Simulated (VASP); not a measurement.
## Ga2O3: single point with r2SCAN

Crystal: Ga2O3.

```
Ga O
1.0
     1.38839    0.00000   -5.63998
     0.00000    3.03906    0.00000
    12.11684    0.00000    0.56906
Ga O
8 12
Direct
  0.53926 0.00000 0.84052
  0.48926 0.50000 0.34052
  0.11074 0.00000 0.65948
  0.06074 0.50000 0.15948
  0.97640 0.00000 0.40873
  0.02640 0.50000 0.90873
  0.57360 0.00000 0.09127
  0.62360 0.50000 0.59127
  0.23226 0.00000 0.91421
  0.18226 0.50000 0.41421
  0.41774 0.00000 0.58579
  0.36774 0.50000 0.08579
  0.77881 0.00000 0.92334
  0.72881 0.50000 0.42334
  0.87119 0.00000 0.57666
  0.82119 0.50000 0.07666
  0.01839 0.00000 0.24629
  0.06839 0.50000 0.74629
  0.53161 0.00000 0.25371
  0.58161 0.50000 0.75371
```

This cell differs from its parent crystal: the part above a cut slid along it.

```yaml
Program: VASP 6.6.1
Task: single point
Functional: r2SCAN
Potentials_or_basis: VASP PAW PBE potentials, release 64 (Ga_d, O)
Cutoff: 520 eV
k_mesh: 4 × 7 × 2
Occupations: gaussian, width 0.05 eV
Spin: no spin polarisation
Dipole_correction: no
Further_INCAR_settings: LREAL = Auto; ALGO = Normal; EDIFF = 1e-07; NBANDS = 104
```

The pressure is 1.5 GPa, the largest force is 1.406 eV/Å and the band gap on the k mesh is 2.77 eV.

Forces in eV/Å, atoms in the order of the input:
```
Ga  -0.368  0.000 -0.622
Ga   0.012  0.000 -0.031
Ga  -0.012  0.000  0.031
Ga   0.368  0.000  0.622
Ga   0.002  0.000  0.037
Ga  -0.066  0.000  1.364
Ga   0.066  0.000 -1.364
Ga  -0.002  0.000 -0.037
O    0.139  0.000  0.775
O    0.066  0.000  0.032
O   -0.066  0.000 -0.032
O   -0.139  0.000 -0.775
O   -0.980  0.000  1.008
O    0.027  0.000 -0.058
O   -0.027  0.000  0.058
O    0.980  0.000 -1.008
O    0.146  0.000 -0.129
O    0.103  0.000 -0.031
O   -0.103  0.000  0.031
O   -0.146  0.000  0.129
```

Stress tensor (GPa, compression positive):
```
 5.06  0.00 -2.48
 0.00  2.61  0.00
-2.48  0.00 -3.18
```

Levels at points of the mesh, in eV from the valence-band top:
| k point | band 84 | band 85 | band 86 | band 87 | band 88 | band 89 | band 90 | band 91 | band 92 | band 93 |
| --- | --- | --- | --- | --- | --- | --- | --- | --- | --- | --- |
| (0.00, 0.00, 0.00) | -0.33 | -0.18 | -0.17 | -0.16 | 0.00 | 2.77 | 5.06 | 5.08 | 6.27 | 6.58 |
| (0.50, 0.00, 0.00) | -0.52 | -0.31 | -0.27 | -0.20 | -0.05 | 5.31 | 5.31 | 5.73 | 5.90 | 6.69 |
| (0.00, 0.00, 0.50) | -0.60 | -0.39 | -0.16 | -0.11 | -0.09 | 3.42 | 3.82 | 6.03 | 6.06 | 6.82 |
| (0.50, 0.00, 0.50) | -0.53 | -0.42 | -0.21 | -0.16 | -0.05 | 5.29 | 5.32 | 5.82 | 5.91 | 6.55 |

It took 58 min on 1 thread of Oxide Virtual Turin-like Processor (shared host), peak memory 0.51 GiB.

Caveat: the cell differs from its parent crystal (the part above a cut slid along it); the stress differs along the axes, from -3 to 5 GPa; the PAW data sets were made with another functional, which shifts forces and pressure a little.
